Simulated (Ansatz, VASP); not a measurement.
Two plane-wave programs on SnO2

```
Sn O
1.0
    -1.61390    2.79535    0.00000
     0.00000    0.00000    5.48987
     4.84169    2.79535    0.00000
Sn O
2 4
Direct
  0.00000 0.00000 0.00000
  0.50000 0.00000 0.50000
  0.50000 0.18429 0.16667
  0.00000 0.18429 0.66667
  0.00000 0.81571 0.33333
  0.50000 0.81571 0.83333
```

Alike in both runs: task single point; functional PBE; k mesh 4 × 4 × 4; occupations gaussian, width 0.1 eV; no spin polarisation.

|  | VASP | Ansatz |
| --- | --- | --- |
| version | VASP 6.6.1 | Ansatz 0.2.0 |
| potentials or method | VASP PAW PBE potentials, release 64 (Sn_d, O), cutoff 520 eV | scalar-relativistic, plane waves, PAW |
| valence electrons in the cell | 52 | 52 |

VASP gave:

```
gap on the k mesh at the Fermi level (eV)                     : 2.29
least direct gap on the mesh (eV)                             : 2.41
pressure (GPa)                                                : 0.5
traceless stress, the component that is largest in VASP (GPa) : -0.34
rms of the force components (eV/Å)                            : 0.022
```

Estimate Ansatz's values.

gap on the k mesh at the Fermi level (eV): 2.31; least direct gap on the mesh (eV): 2.43; pressure (GPa): 0.0; traceless stress, the component that is largest in VASP (GPa): -0.02; rms of the force components (eV/Å): 0.002.

Atom by atom the forces differ by 0.024 eV/Å (rms over components).

The k mesh is coarse, so the values compare programs but aren't converged.
